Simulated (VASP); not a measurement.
Set up this calculation in VASP 6.6.1, as the native input.

```
Task                   : single point
Functional             : PBE
Potentials or basis    : VASP PAW PBE potentials, release 64 (W_sv, S)
Cutoff                 : 520 eV
k mesh                 : 12 × 12 × 12
Occupations            : gaussian, width 0.02 eV
Spin                   : no spin polarisation
Hubbard terms          : W d U = 6.2 eV
Dipole correction      : no
Further INCAR settings : ALGO = Normal; EDIFF = 1e-06; NBANDS = 17
```

The structure of WS lies in POSCAR:

```
WS
1.0
    3.0815591157      0.0000000000      0.0000000000
    0.0000000000      3.0815591157      0.0000000000
    0.0000000000      0.0000000000      3.0815591157
W S
1 1
Direct
    0.0000000000      0.0000000000      0.0000000000
    0.5000000000      0.5000000000      0.5000000000
```

These files were run (other wordings do the same):

INCAR

```
SYSTEM = WS
ALGO = Normal ; EDIFF = 1E-6
ENCUT = 520 ; GGA = PE
ISIF = 2 ; ISMEAR = 0
LASPH = .TRUE. ; LCHARG = .TRUE.
LDAU = .TRUE. ; LDAUJ = 0 0
LDAUL = 2 -1 ; LDAUPRINT = 1
LDAUTYPE = 2 ; LDAUU = 6.2 0
LELF = .TRUE. ; LMAXMIX = 4
LREAL = .FALSE. ; LVHAR = .TRUE.
LWAVE = .FALSE. ; NBANDS = 17
NELM = 150 ; PREC = Accurate
SIGMA = 0.02
```

KPOINTS

```
k-points
0
G
  12 12 12
  0 0 0
```

Potentials or basis: VASP PAW PBE potentials, release 64 (W_sv, S).

Launch:

```bash
$ cat potpaw_PBE.64/W_sv/POTCAR potpaw_PBE.64/S/POTCAR > POTCAR
$ mpirun -np 1 vasp_std > vasp.out
```

Results of the run:

- Pressure: -6.2 GPa
- Band gap on the k mesh: zero (band 10 reaches 14.10 eV, above the bottom of band 11 at 11.28 eV)

Caveat: spin-orbit coupling is left out, which moves the levels of the heavy elements; U without spin polarisation on a metal has little footing.

It took 12 s on 1 thread of Intel(R) Xeon(R) 6975P-C (Granite Rapids), with other jobs on the host, peak memory 0.17 GiB.
